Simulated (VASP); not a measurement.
Here is a VASP 6.6.1 calculation.

INCAR

```
SYSTEM = InPd
ALGO     = Normal         ! electronic algorithm
EDIFF    = 1E-6           ! SCF threshold, eV
ENCUT    = 520            ! plane-wave cutoff, eV
GGA      = PE             ! functional
ISIF     = 2              ! what is computed and relaxed
ISMEAR   = -1             ! smearing method
LASPH    = .TRUE.         ! aspherical terms in the spheres
LCHARG   = .FALSE.        ! write CHGCAR
LREAL    = .FALSE.        ! projectors in reciprocal space
LWAVE    = .FALSE.        ! write WAVECAR
NBANDS   = 18             ! bands
NELM     = 60             ! most SCF steps
PREC     = Accurate       ! precision mode
SIGMA    = 0.1            ! smearing width, eV
```

The input KPOINTS:

```
k-points
0
G
  7 7 7
  0 0 0
```

POSCAR

```
InPd
1.0
    3.3149410560      0.0000000000      0.0000000000
    0.0000000000      3.3149410560      0.0000000000
    0.0000000000      0.0000000000      3.3149410560
In Pd
1 1
Direct
    0.0000000000      0.0000000000      0.0000000000
    0.5000000000      0.5000000000      0.5000000000
```

Potentials or basis: VASP PAW PBE potentials, release 64 (In_d, Pd).

The run is started by

```console
$ cat potpaw_PBE.64/In_d/POTCAR potpaw_PBE.64/Pd/POTCAR > POTCAR
$ mpirun -np 1 vasp_std > vasp.out
```

Q: Predict the pressure.

A: -0.8 GPa.
